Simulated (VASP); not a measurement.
Input of a VASP 6.6.1 run:

The input INCAR:

```
  PREC = Accurate
  ENCUT = 600
  EDIFF = 1E-7
  ISMEAR = 0
  SIGMA = 0.1
  LREAL = F
  LASPH = T
  NELM = 100
  ALGO = Normal
  ISIF = 3
  LWAVE = F
  LCHARG = F
  GGA = PE
  IBRION = 2
  NSW = 100
  EDIFFG = -0.01
```

File KPOINTS:

```
regular mesh
0
Gamma
  12 12 2
```

File POSCAR:

```
S
1.0
    3.8992467502      0.0000000000      0.0000000000
   -1.9496233751      3.3768467413      0.0000000000
    0.0000000000      0.0000000000     19.2205109893
S
8
Direct
    0.0000000000      0.0000000000      0.1085359222
    0.0000000000      0.0000000000      0.6085359222
    0.0000000000      0.0000000000      0.3914640778
    0.0000000000      0.0000000000      0.8914640778
    0.3333333333      0.6666666667      0.1391124005
    0.6666666667      0.3333333333      0.6391124005
    0.3333333333      0.6666666667      0.3608875995
    0.6666666667      0.3333333333      0.8608875995
```

Potentials or basis: VASP PAW PBE potentials, release 64 (S).

The run is started by

```console
$ cat potpaw_PBE.64/S/POTCAR > POTCAR
$ mpirun -np 1 vasp_std > vasp.out
```

Question: Predict the relaxed volume.

Answer: 32.04 Å³/atom.

Question: Predict the space group after relaxing (to 0.05 Å).

Answer: P6_3/mmc (No. 194).

Question: Estimate the relaxed cell.

Answer: a = 3.935 Å, b = 3.935 Å, c = 19.115 Å, α = 90.00°, β = 90.00°, γ = 120.00°.

Final structure:
```xyz
8
Lattice="3.9350 0.0000 0.0000 -1.9675 3.4078 0.0000 0.0000 0.0000 19.1147" Properties=species:S:1:pos:R:3 pbc="T T T"
S     0.0000    0.0000    2.0959
S     0.0000    0.0000   11.6533
S     0.0000    0.0000    7.4614
S     0.0000    0.0000   17.0187
S     0.0000    2.2719    2.6379
S     1.9675    1.1359   12.1952
S     0.0000    2.2719    6.9195
S     1.9675    1.1359   16.4768
```

Caveat: this functional lacks dispersion, which binds the layers, so the pressure and a relaxed spacing across them are unreliable.
